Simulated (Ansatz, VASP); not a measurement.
# ZnS: VASP beside Ansatz

```
Zn S
1.0
    -0.05443    2.72156    2.72156
     2.66713    0.00000    2.66713
     2.72156    2.72156   -0.05443
Zn S
1 1
Direct
  0.00000 0.00000 0.00000
  0.75000 0.75000 0.75000
```

Change from the starting cell: strain -0.0400 x Voigt [0, 0, 0, 0, 1, 0], atoms carried along.

Alike in both runs: task single point; functional PBE; k mesh 8 × 8 × 8; occupations gaussian, width 0.05 eV; no spin polarisation.

|  | VASP | Ansatz |
| --- | --- | --- |
| version | VASP 6.6.1 | Ansatz 0.2.0 |
| potentials or method | VASP PAW PBE potentials, release 64 (Zn, S), cutoff 520 eV | scalar-relativistic, plane waves, PAW |
| valence electrons in the cell | 18 | 18 |

Ansatz gave:

- gap on the k mesh at the Fermi level (eV): 1.93
- least direct gap on the mesh (eV): 1.93
- pressure (GPa): 0.2
- traceless stress, the component that is largest in VASP (GPa): 2.56
- rms of the force components (eV/Å): 0.114

Problem. What did VASP give for the same quantities?

Solution. gap on the k mesh at the Fermi level (eV): 1.93; least direct gap on the mesh (eV): 1.93; pressure (GPa): 0.3; traceless stress, the component that is largest in VASP (GPa): 2.58; rms of the force components (eV/Å): 0.116.

Atom by atom the forces differ by 0.002 eV/Å (rms over components). With one functional, cell and mesh, what is left measures potentials, basis and numerics.
